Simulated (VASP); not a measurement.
Runs of VASP 6.6.1 on Rh. The structure is that of space group Fm-3m (No. 225), or close to it. The cells are those of the table. 

| cell | further INCAR settings | gap on the mesh (eV) | pressure (GPa) |
| --- | --- | --- | --- |
| a = 2.689, b = 2.703, c = 2.703 Å, angles 59.7, 60.2, 60.2°, 1 atom | ALGO = Fast; EDIFF = 1e-06; NBANDS = 14 | none | -7.8 |
| a = 2.689, b = 2.737, c = 2.737 Å, angles 58.9, 60.6, 60.6°, 1 atom | ALGO = Fast; EDIFF = 1e-07; NBANDS = 14 | none | -13.4 |
| a = 2.689, b = 2.716, c = 2.716 Å, angles 59.3, 60.3, 60.3°, 1 atom | ALGO = Fast; EDIFF = 1e-06; NBANDS = 14 | none | (b) |
| a = 2.689, b = 2.676, c = 2.676 Å, angles 60.3, 59.8, 59.8°, 1 atom | ALGO = Fast; EDIFF = 1e-07; NBANDS = 14 | none | -2.4 |
| a = 2.689, b = 2.662, c = 2.662 Å, angles 60.7, 59.7, 59.7°, 1 atom | ALGO = Fast; EDIFF = 1e-07; NBANDS = 14 | none | 0.6 |
| a = 2.689, b = 2.744, c = 2.744 Å, angles 58.7, 60.7, 60.7°, 1 atom | ALGO = Fast; EDIFF = 1e-07; NBANDS = 14 | none | (a) |
| a = 2.689, b = 2.730, c = 2.730 Å, angles 59.0, 60.5, 60.5°, 1 atom | ALGO = Fast; EDIFF = 1e-06; NBANDS = 14 | none | -12.4 |
| a = 2.689, b = 2.636, c = 2.636 Å, angles 61.3, 59.3, 59.3°, 1 atom | ALGO = Fast; EDIFF = 1e-06; NBANDS = 14 | none | (c) |
| a = 2.689, b = 2.649, c = 2.649 Å, angles 61.0, 59.5, 59.5°, 1 atom | ALGO = Fast; EDIFF = 1e-07; NBANDS = 14 | none | 3.9 |

Alike in all rows: task single point; level PBEsol; potentials or basis VASP PAW PBE potentials, release 64 (Rh_pv); no spin polarisation; k mesh 22 × 22 × 22; cutoff (eV) 520; smearing gaussian 0.15 eV.

Estimate the missing entries.

(a) -14.4; (b) -10.2; (c) 7.4.

Caveats: the PAW data sets were made with another functional, which shifts forces and pressure a little.

A k mesh can miss the band edges, and the runs leave out spin-orbit coupling on Rh.

A gap of «none» marks levels without a gap at the run's occupations.
